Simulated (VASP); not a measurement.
A run of VASP 6.6.1 is set up as follows.

File INCAR:

```
  ALGO = Normal
  EDIFF = 1E-6
  ENCUT = 520
  ISIF = 2
  ISMEAR = 0
  LASPH = T
  LCHARG = F
  LREAL = Auto
  LUSENCCL = F
  LWAVE = F
  NBANDS = 166
  NELM = 100
  PREC = Accurate
  SIGMA = 0.01
```

KPOINTS

```
k-points
0
Gamma
  3 3 3
```

Contents of POSCAR:

```
BN
1.0
    9.9929600000      0.0000000000      0.0000000000
   -4.9964800000      8.6541572192      0.0000000000
    0.0000000000      0.0000000000      6.6357000000
B N
32 32
Direct
    0.0833333330      0.1666666670      0.2500000000
    0.1666666670      0.0833333330      0.7500000000
    0.0833333330      0.4166666670      0.2500000000
    0.1666666670      0.3333333330      0.7500000000
    0.0833333330      0.6666666670      0.2500000000
    0.1666666670      0.5833333330      0.7500000000
    0.0833333330      0.9166666670      0.2500000000
    0.1666666670      0.8333333330      0.7500000000
    0.3333333330      0.1666666670      0.2500000000
    0.4166666670      0.0833333330      0.7500000000
    0.3333333330      0.4166666670      0.2500000000
    0.4166666670      0.3333333330      0.7500000000
    0.3333333330      0.6666666670      0.2500000000
    0.4166666670      0.5833333330      0.7500000000
    0.3333333330      0.9166666670      0.2500000000
    0.4166666670      0.8333333330      0.7500000000
    0.5833333330      0.1666666670      0.2500000000
    0.6666666670      0.0833333330      0.7500000000
    0.5833333330      0.4166666670      0.2500000000
    0.6666666670      0.3333333330      0.7500000000
    0.5833333330      0.6666666670      0.2500000000
    0.6666666670      0.5833333330      0.7500000000
    0.5833333330      0.9166666670      0.2500000000
    0.6666666670      0.8333333330      0.7500000000
    0.8333333330      0.1666666670      0.2500000000
    0.9166666670      0.0833333330      0.7500000000
    0.8333333330      0.4166666670      0.2500000000
    0.9166666670      0.3333333330      0.7500000000
    0.8333333330      0.6666666670      0.2500000000
    0.9166666670      0.5833333330      0.7500000000
    0.8333333330      0.9166666670      0.2500000000
    0.9166666670      0.8333333330      0.7500000000
    0.0833333330      0.1666666670      0.7500000000
    0.1681677230      0.0833333330      0.2500000000
    0.0833333330      0.4166666670      0.7500000000
    0.1666666670      0.3333333330      0.2500000000
    0.0833333330      0.6666666670      0.7500000000
    0.1666666670      0.5833333330      0.2500000000
    0.0833333330      0.9166666670      0.7500000000
    0.1666666670      0.8333333330      0.2500000000
    0.3333333330      0.1666666670      0.7500000000
    0.4166666670      0.0833333330      0.2500000000
    0.3333333330      0.4166666670      0.7500000000
    0.4166666670      0.3333333330      0.2500000000
    0.3333333330      0.6666666670      0.7500000000
    0.4166666670      0.5833333330      0.2500000000
    0.3333333330      0.9166666670      0.7500000000
    0.4166666670      0.8333333330      0.2500000000
    0.5833333330      0.1666666670      0.7500000000
    0.6666666670      0.0833333330      0.2500000000
    0.5833333330      0.4166666670      0.7500000000
    0.6666666670      0.3333333330      0.2500000000
    0.5833333330      0.6666666670      0.7500000000
    0.6666666670      0.5833333330      0.2500000000
    0.5833333330      0.9166666670      0.7500000000
    0.6666666670      0.8333333330      0.2500000000
    0.8333333330      0.1666666670      0.7500000000
    0.9166666670      0.0833333330      0.2500000000
    0.8333333330      0.4166666670      0.7500000000
    0.9166666670      0.3333333330      0.2500000000
    0.8333333330      0.6666666670      0.7500000000
    0.9166666670      0.5833333330      0.2500000000
    0.8333333330      0.9166666670      0.7500000000
    0.9166666670      0.8333333330      0.2500000000
```

Potentials or basis: VASP PAW LDA potentials, release 64 (B, N).

The run is started by

```bash
$ cat potpaw_LDA.64/B/POTCAR potpaw_LDA.64/N/POTCAR > POTCAR
$ mpirun -np 1 vasp_std > vasp.out
```

Q: Predict the band gap on the k mesh.

A: 4.09 eV.

Q: Predict the largest force.

A: 0.825 eV/Å.

Q: Predict the pressure.

A: -2.5 GPa.

Stress tensor (GPa, compression positive):
```
-3.39  0.05  0.00
 0.05 -3.39  0.00
 0.00  0.00 -0.70
```

Caveat: an odd mesh through Γ misses points on the zone boundary, where band edges can lie.
